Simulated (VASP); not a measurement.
Here is a VASP 6.6.1 calculation.

The input INCAR:

```
SYSTEM = CdS
PREC = Accurate ; ENCUT = 520
EDIFF = 1E-6 ; ISMEAR = 0
SIGMA = 0.02 ; LREAL = .FALSE.
LASPH = .TRUE. ; NELM = 100
ALGO = Normal ; ISIF = 2
LWAVE = .FALSE. ; LCHARG = .FALSE.
GGA = PE ; NBANDS = 16
```

The input KPOINTS:

```
regular mesh
0
G
  8 8 8
  0 0 0
```

File POSCAR:

```
CdS
1.0
    0.0000000000      2.8785019879      2.8785019879
    2.8785019879      0.0000000000      2.8785019879
    2.8785019879      2.8785019879      0.0000000000
Cd S
1 1
Direct
    0.0000000000      0.0000000000      0.0000000000
    0.7500000000      0.7500000000      0.7500000000
```

Potentials or basis: VASP PAW PBE potentials, release 64 (Cd, S).

Command:

```console
$ cat potpaw_PBE.64/Cd/POTCAR potpaw_PBE.64/S/POTCAR > POTCAR
$ mpirun -np 1 vasp_std > vasp.out
```

Predict the pressure.

6.1 GPa.

Predict the band gap on the k mesh.

1.23 eV.

Caveat: the cell differs from its parent crystal (strained cell); the cell stands under pressure.
